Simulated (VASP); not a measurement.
# Al (P6_3/mmc) in VASP: a series of runs, part 2 of 2

VASP 6.6.1. Earlier steps stand in the parts before.

## Step 3: Phonons, PBE+D3(BJ)

This run uses another cell than the first one, of 14.69 Å³/atom.

The input, INCAR:

```
PREC = Accurate
ENCUT = 520
EDIFF = 1E-8
ISMEAR = -1
SIGMA = 0.15
LREAL = False
LASPH = True
NELM = 60
ALGO = Normal
ISIF = 2
LWAVE = False
LCHARG = False
GGA = PE
IVDW = 12
NBANDS = 10
IBRION = 6
NFREE = 2
POTIM = 0.015
NSW = 1
```

The input, KPOINTS:

```
Automatic mesh
0
Gamma
  18 18 10
```

The input, POSCAR:

```
Al
1.0
    2.7442442432      0.0000000000      0.0000000000
   -1.3721221216      2.3765852288      0.0000000000
    0.0000000000      0.0000000000      4.5046893187
Al
2
Direct
    0.6666666667      0.3333333333      0.7500000000
    0.3333333333      0.6666666667      0.2500000000
```

Potentials or basis: VASP PAW PBE potentials, release 64 (Al).

Launch:

```console
cat potpaw_PBE.64/Al/POTCAR > POTCAR
mpirun -np 1 vasp_std > vasp.out
```

OUTCAR:

```text
PREC = Accurate
   ENCUT = 520
   EDIFF = 1E-8
   ISMEAR = -1
   LREAL = False
   LASPH = True
   NELM = 60
   ISIF = 2
   GGA = PE
   IVDW = 12
   IBRION = 6
   NFREE = 2
   POTIM = 0.015
   NSW = 1
 IVDW          = 12

 ion  position               nearest neighbor table
   1  0.667  0.333  0.750-   2 2.75   2 2.75   2 2.75   2 2.75   2 2.75   2 2.75
   2  0.333  0.667  0.250-   1 2.75   1 2.75   1 2.75   1 2.75   1 2.75   1 2.75

  LATTYP: Found a hexagonal cell.
[... 723 lines left out ...]
          X           Y           Z          XY          YZ          ZX
  --------------------------------------------------------------------------------
  x     0.00000     0.00000     0.00000    -0.67161     0.00000     0.00000
  y    -0.67161     0.67161     0.00000    -0.00000     0.00000     0.00000
  z     0.00000     0.00000    -0.00000     0.00000     0.00000     0.00000

 Eigenvectors and eigenvalues of the dynamical matrix
 ----------------------------------------------------

   1 f  =   11.569960 THz    72.696201 2PiTHz  385.932314 cm-1    47.849487 meV
             X         Y         Z           dx          dy          dz
      1.372122  0.792195  3.378517     0.000000    0.000000    0.707107
     -0.000000  1.584390  1.126172     0.000000    0.000000   -0.707107
[... 16 lines left out ...]
   5 f  =    0.000000 THz     0.000000 2PiTHz    0.000000 cm-1     0.000000 meV
             X         Y         Z           dx          dy          dz
      1.372122  0.792195  3.378517     0.000000    0.000000    0.707107
     -0.000000  1.584390  1.126172     0.000000    0.000000    0.707107

   6 f/i=    0.000000 THz     0.000000 2PiTHz    0.000001 cm-1     0.000000 meV
             X         Y         Z           dx          dy          dz
      1.372122  0.792195  3.378517     0.650981    0.276086   -0.000000
     -0.000000  1.584390  1.126172     0.650981    0.276086    0.000000

 ELASTIC MODULI CONTR FROM IONIC RELAXATION (kBar)
 Direction    XX          YY          ZZ          XY          YZ          ZX
 --------------------------------------------------------------------------------
 XX         -15.5755     15.5755      0.0000     -0.0000      0.0000      0.0000
 YY          15.5755    -15.5755      0.0000      0.0000      0.0000      0.0000
 ZZ           0.0000      0.0000     -0.0000      0.0000      0.0000      0.0000
 XY          -0.0000      0.0000      0.0000    -15.5755      0.0000      0.0000
 YZ           0.0000      0.0000      0.0000      0.0000      0.0000      0.0000
 ZX           0.0000      0.0000      0.0000      0.0000      0.0000      0.0000
 --------------------------------------------------------------------------------
```

stdout:

```text
POSCAR found type information on POSCAR Al
 POSCAR found :  1 types and       2 ions
 scaLAPACK will be used
 LDA part: xc-table for (Slater+PW92), standard interpolation
 POSCAR, INCAR and KPOINTS ok, starting setup
 FFT: planning ... GRIDC
 FFT: planning ... GRID_SOFT
 FFT: planning ... GRID
 WAVECAR not read
 entering main loop
 Found     2 degrees of freedom:
 Finite differences POTIM= 0.01500 DOF=   2
 bond charge predicted
 Finite differences progress:
 bond charge predicted
 Finite differences progress:
 bond charge predicted
 Finite differences progress:
 bond charge predicted
 Finite differences progress:
```

Wall time 2 min (1 thread of Intel Xeon 6975P-C (Granite Rapids), shared host); peak memory 0.48 GiB.

Results:

```
Highest phonon frequency at Γ : 386 cm⁻¹
Dispersion energy per atom    : -0.380 eV
```

Phonon frequencies in cm⁻¹ (negative: imaginary):
| q point | frequencies |
| --- | --- |
| (0.000, 0.000, 0.000) | 0 0 0 178 178 386 |

Caveat: the cell stands under pressure or tension, which shifts response properties.

## Step 4: Phonons, PBE+D3(BJ)

This run uses another cell than the first one, of 15.40 Å³/atom.

The input, INCAR:

```
SYSTEM = Al
PREC = Accurate
ENCUT = 520
EDIFF = 1E-8
ISMEAR = -1
SIGMA = 0.15
LREAL = .False.
LASPH = .True.
NELM = 100
ALGO = Normal
ISIF = 2
LWAVE = .False.
LCHARG = .False.
GGA = PE
IVDW = 12
IBRION = 6
NFREE = 2
POTIM = 0.015
NSW = 1
```

The input, KPOINTS:

```
regular mesh
0
Gamma
  18 18 10
  0 0 0
```

The input, POSCAR:

```
Al
1.0
    2.7866299143      0.0000000000      0.0000000000
   -1.3933149571      2.4132922967      0.0000000000
    0.0000000000      0.0000000000      4.5808157323
Al
2
Direct
    0.6666666667      0.3333333333      0.7500000000
    0.3333333333      0.6666666667      0.2500000000
```

Potentials or basis: VASP PAW PBE potentials, release 64 (Al).

Launch:

```console
cat potpaw_PBE.64/Al/POTCAR > POTCAR
mpirun -np 1 vasp_std > vasp.out
```

OUTCAR:

```text
SYSTEM = Al
   PREC = Accurate
   ENCUT = 520
   EDIFF = 1E-8
   ISMEAR = -1
   LREAL = .False.
   LASPH = .True.
   NELM = 100
   ISIF = 2
   GGA = PE
   IVDW = 12
   IBRION = 6
   NFREE = 2
   POTIM = 0.015
   NSW = 1
 IVDW          = 12

 ion  position               nearest neighbor table
   1  0.667  0.333  0.750-   2 2.80   2 2.80   2 2.80   2 2.80   2 2.80   2 2.80
   2  0.333  0.667  0.250-   1 2.80   1 2.80   1 2.80   1 2.80   1 2.80   1 2.80

  LATTYP: Found a hexagonal cell.
 ALAT       =     2.7866299143
 C/A-ratio  =     1.6438550770

  Lattice vectors:

 A1 = (   2.7866299143,   0.0000000000,   0.0000000000)
 A2 = (  -1.3933149571,   2.4132922967,   0.0000000000)
 A3 = (   0.0000000000,   0.0000000000,   4.5808157323)

Analysis of symmetry for initial positions (statically):
[... 584 lines left out ...]
  band No.  band energies     occupation
      1       2.2616      2.00000
      2       4.9141      2.00000
      3       8.6541      1.28235
      4       9.2035      0.08773
      5      11.0918      0.00000
      6      11.3941      0.00000
      7      12.9233      0.00000

 [... further k-points ...]

------------------------ aborting loop because EDIFF is reached ----------------------------------------

 Edisp (eV)   -0.72247

 E8    (eV) :    -0.3234
[... 25 lines left out ...]
  FREE ENERGIE OF THE ION-ELECTRON SYSTEM (eV)
  ---------------------------------------------------
  free  energy   TOTEN  =        -8.1285096748 eV

  energy  without entropy=       -8.0669363767  energy(sigma->0) =       -8.09772303

 INTERNAL STRAIN TENSORS FROM DISPLACED ATOMS
 ============================================

 INTERNAL STRAIN TENSOR FOR ION    1 for displacements in x,y,z  (eV/Angst):
          X           Y           Z          XY          YZ          ZX
  --------------------------------------------------------------------------------
  x     0.00000    -0.00000     0.00000     0.41902     0.00000     0.00000
  y     0.41902    -0.41902     0.00000    -0.00000     0.00000     0.00000
  z     0.00000    -0.00000     0.00000     0.00000    -0.00000    -0.00000

 INTERNAL STRAIN TENSOR FOR ION    2 for displacements in x,y,z  (eV/Angst):
          X           Y           Z          XY          YZ          ZX
  --------------------------------------------------------------------------------
  x    -0.00000     0.00000    -0.00000    -0.41902     0.00000     0.00000
  y    -0.41902     0.41902    -0.00000     0.00000     0.00000     0.00000
  z    -0.00000     0.00000    -0.00000     0.00000     0.00000     0.00000

 Eigenvectors and eigenvalues of the dynamical matrix
 ----------------------------------------------------

   1 f  =   10.614170 THz    66.690800 2PiTHz  354.050618 cm-1    43.896662 meV
             X         Y         Z           dx          dy          dz
      1.393315  0.804431  3.435612     0.000000   -0.000000    0.707107
     -0.000000  1.608862  1.145204     0.000000    0.000000   -0.707107
[... 21 lines left out ...]
   6 f  =    0.000000 THz     0.000000 2PiTHz    0.000001 cm-1     0.000000 meV
             X         Y         Z           dx          dy          dz
      1.393315  0.804431  3.435612     0.643832    0.278241   -0.089790
     -0.000000  1.608862  1.145204     0.643832    0.278241   -0.089790

 ELASTIC MODULI CONTR FROM IONIC RELAXATION (kBar)
 Direction    XX          YY          ZZ          XY          YZ          ZX
 --------------------------------------------------------------------------------
 XX          -6.8855      6.8855     -0.0000     -0.0000     -0.0000     -0.0000
 YY           6.8855     -6.8855      0.0000     -0.0000      0.0000      0.0000
 ZZ          -0.0000      0.0000     -0.0000     -0.0000      0.0000      0.0000
 XY          -0.0000     -0.0000     -0.0000     -6.8855      0.0000      0.0000
 YZ          -0.0000      0.0000      0.0000      0.0000     -0.0000     -0.0000
 ZX          -0.0000      0.0000      0.0000      0.0000     -0.0000     -0.0000
 --------------------------------------------------------------------------------
```

Run time: 87 s. Hardware: 1 thread of Intel Xeon 6975P-C (Granite Rapids), shared host; peak memory 0.43 GiB.

Results:

- Highest phonon frequency at Γ: 354 cm⁻¹
- Dispersion energy per atom: -0.361 eV

Phonon frequencies in cm⁻¹ (negative: imaginary):
```tsv
q point	frequencies
(0.000, 0.000, 0.000)	0 0 0 164 164 354
```

Caveat: the cell stands under pressure or tension, which shifts response properties.
